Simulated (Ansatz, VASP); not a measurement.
# Si3Br in VASP and in Ansatz

```
Si Br
1.0
    -2.04982    2.04982    4.51334
     2.04982   -2.04982    4.51334
     2.04982    2.04982   -4.51334
Si Br
3 1
Direct
  0.50000 0.50000 0.00000
  0.75000 0.25000 0.50000
  0.25000 0.75000 0.50000
  0.00000 0.00000 0.00000
```

Change from the starting cell: species swapped into the Al3V type (I4/mmm, No. 139).

Alike in both runs: task single point; functional PBE; k mesh 6 × 6 × 6; occupations gaussian, width 0.1 eV; no spin polarisation.

|  | VASP | Ansatz |
| --- | --- | --- |
| version | VASP 6.6.1 | Ansatz 0.2.0 |
| potentials or method | VASP PAW PBE potentials, release 64 (Si, Br), cutoff 520 eV | scalar-relativistic, plane waves, PAW |
| valence electrons in the cell | 19 | 19 |

|  | VASP | Ansatz | Ansatz less VASP |
| --- | --- | --- | --- |
| gap on the k mesh at the Fermi level (eV) | none | none | - |
| pressure (GPa) | -0.8 | -0.8 | -0.02 |
| traceless stress, the component that is largest in VASP (GPa) | 1.03 | 1.03 | -0.007 |

A gap of «none» marks a metal or a gap that the smearing closes.

The k mesh is coarse, so the values compare programs but aren't converged.
